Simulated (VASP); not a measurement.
Here is a VASP 6.6.1 calculation.

INCAR

```
SYSTEM = Ga3As3O
  ALGO = Normal
  DIPOL = 0.5 0.5 0.312
  EDIFF = 1E-6
  ENCUT = 520
  GGA = PE
  GGA_COMPAT = .False.
  IDIPOL = 3
  ISIF = 2
  ISMEAR = 0
  ISPIN = 2
  KPAR = 4
  LASPH = .True.
  LCHARG = .False.
  LDIPOL = .True.
  LORBIT = 11
  LREAL = .False.
  LWAVE = .False.
  MAGMOM = 0 0 0 0 0 0 2
  NBANDS = 43
  NELM = 200
  NELMDL = -8
  PREC = Accurate
  SIGMA = 0.05
```

Contents of KPOINTS:

```
k-points
0
Gamma
  7 5 1
  0 0 0
```

File POSCAR:

```
Ga3As3O
1.0
    4.0629609251      0.0000000000      0.0000000000
    0.0000000000      5.7458944437      0.0000000000
    0.0000000000      0.0000000000     19.8924416078
Ga As O
3 3 1
Direct
    0.5000000000      0.5000000000      0.2010813996
    0.0000000000      0.0635976529      0.3146195102
    0.5000000000      0.4877931194      0.3796180525
    0.0000000000      0.2500000000      0.2010813996
    0.5000000000      0.8095618192      0.2945553866
    0.0000000000      0.2894088168      0.4218909761
    0.3333333333      0.9560754834      0.3725933843
```

Potentials or basis: VASP PAW PBE potentials, release 64 (Ga_d, As, O).

Run with:

```sh
$ cat potpaw_PBE.64/Ga_d/POTCAR potpaw_PBE.64/As/POTCAR potpaw_PBE.64/O/POTCAR > POTCAR
$ mpirun -np 4 vasp_std > vasp.out
```

(1) What does it give for the band gap on the k mesh?

(2) Predict the largest force.

## Answers

(1) 0.03 eV (least direct gap 0.20 eV).

(2) 1.878 eV/Å.
